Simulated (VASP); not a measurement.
Here is a VASP 6.6.1 calculation.

INCAR

```
  ALGO = Normal
  EDIFF = 1E-6
  EDIFFG = -0.005
  ENCUT = 600
  GGA = CA
  IBRION = 2
  ISIF = 3
  ISMEAR = 0
  LASPH = True
  LCHARG = False
  LREAL = False
  LWAVE = False
  NELM = 80
  NSW = 70
  PREC = Accurate
  SIGMA = 0.1
```

KPOINTS

```
k-points
0
Gamma
  8 8 8
```

Contents of POSCAR:

```
SiNi
1.0
    4.5186046085      0.0000000000      0.0000000000
    0.0000000000      4.5186046085      0.0000000000
    0.0000000000      0.0000000000      4.5186046085
Si Ni
4 4
Direct
    0.6535143069      0.1535143069      0.3464856931
    0.1535143069      0.3464856931      0.6535143069
    0.3464856931      0.6535143069      0.1535143069
    0.8464856931      0.8464856931      0.8464856931
    0.3510316317      0.8510316317      0.6489683683
    0.8510316317      0.6489683683      0.3510316317
    0.6489683683      0.3510316317      0.8510316317
    0.1489683683      0.1489683683      0.1489683683
```

Potentials or basis: VASP PAW LDA potentials, release 64 (Si, Ni).

Run with:

```bash
$ cat potpaw_LDA.64/Si/POTCAR potpaw_LDA.64/Ni/POTCAR > POTCAR
$ mpirun -np 1 vasp_std > vasp.out
```

Predict the space group after relaxing (to 0.05 Å).

P2_13 (No. 198).

Estimate the relaxed volume.

10.89 Å³/atom.

Predict the relaxed cell.

a = 4.433 Å, b = 4.433 Å, c = 4.433 Å, α = 90.00°, β = 90.00°, γ = 90.00°.

Predict the band gap on the k mesh.

zero (band 28 reaches 13.66 eV, above the bottom of band 29 at 12.39 eV).

Step by step:
```tsv
step	energy change (eV)	largest force (eV/Å)	pressure (GPa)	volume (Å³)
1	0.0000	0.0454	-10.74	92.26
2	0.0137	0.0744	13.90	82.32
3	-0.1821	0.0117	-0.11	87.15
4	-0.1821	0.0129	0.16	87.05
5	-0.1821	0.0083	-0.17	87.17
6	-0.1821	0.0105	-0.11	87.12
7	-0.1821	0.0113	-0.05	87.10
8	-0.1821	0.0113	-0.01	87.10
9	-0.1821	0.0107	-0.22	87.10
10	-0.1821	0.0120	0.13	87.10
11	-0.1821	0.0077	-0.07	87.17
12	-0.1821	0.0087	-0.25	87.16
13	-0.1821	0.0101	-0.05	87.13
14	-0.1821	0.0103	-0.08	87.12
15	-0.1821	0.0109	-0.12	87.11
16	-0.1821	0.0110	-0.06	87.11
17	-0.1821	0.0114	0.22	87.10
18	-0.1821	0.0108	-0.18	87.11
19	-0.1821	0.0118	0.09	87.10
20	-0.1821	0.0107	-0.01	87.10
21	-0.1821	0.0107	-0.01	87.11
22	-0.1821	0.0106	-0.01	87.11
23	-0.1821	0.0093	-0.08	87.10
24	-0.1822	0.0033	0.04	87.09
```

Spin polarisation is off, so any magnetic state and its effect on volume and gap are missing.
